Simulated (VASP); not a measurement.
A run of VASP 6.6.1 is set up as follows.

The input INCAR:

```
PREC     = Accurate       # precision mode
ENCUT    = 520            # plane-wave cutoff, eV
EDIFF    = 1E-6           # SCF threshold, eV
ISMEAR   = -1             # smearing method
SIGMA    = 0.1            # smearing width, eV
LREAL    = F              # projectors in reciprocal space
LASPH    = T              # aspherical terms in the spheres
NELM     = 80             # most SCF steps
ALGO     = Normal         # electronic algorithm
ISIF     = 2              # what is computed and relaxed
LWAVE    = F              # write WAVECAR
LCHARG   = F              # write CHGCAR
GGA      = RP             # functional
NBANDS   = 10             # bands
```

KPOINTS

```
Automatic mesh
0
Gamma
  12 12 12
```

File POSCAR:

```
Cs
1.0
   -3.3231683031      3.3231683031      3.3231683031
    3.3231683031     -3.3231683031      3.3231683031
    3.3231683031      3.3231683031     -3.3231683031
Cs
1
Direct
    0.0000000000      0.0000000000      0.0000000000
```

Potentials or basis: VASP PAW PBE potentials, release 64 (Cs_sv).

The run is started by

```console
$ cat potpaw_PBE.64/Cs_sv/POTCAR > POTCAR
$ mpirun -np 1 vasp_std > vasp.out
```

(1) Predict the band gap on the k mesh.

(2) Estimate the pressure.

Answers

(1) zero (an odd number of electrons rules out a gap without spin polarisation).

(2) -0.1 GPa.

Caveat: the PAW data sets were made with another functional, which shifts forces and pressure a little; spin-orbit coupling is left out, which moves the levels of the heavy elements.
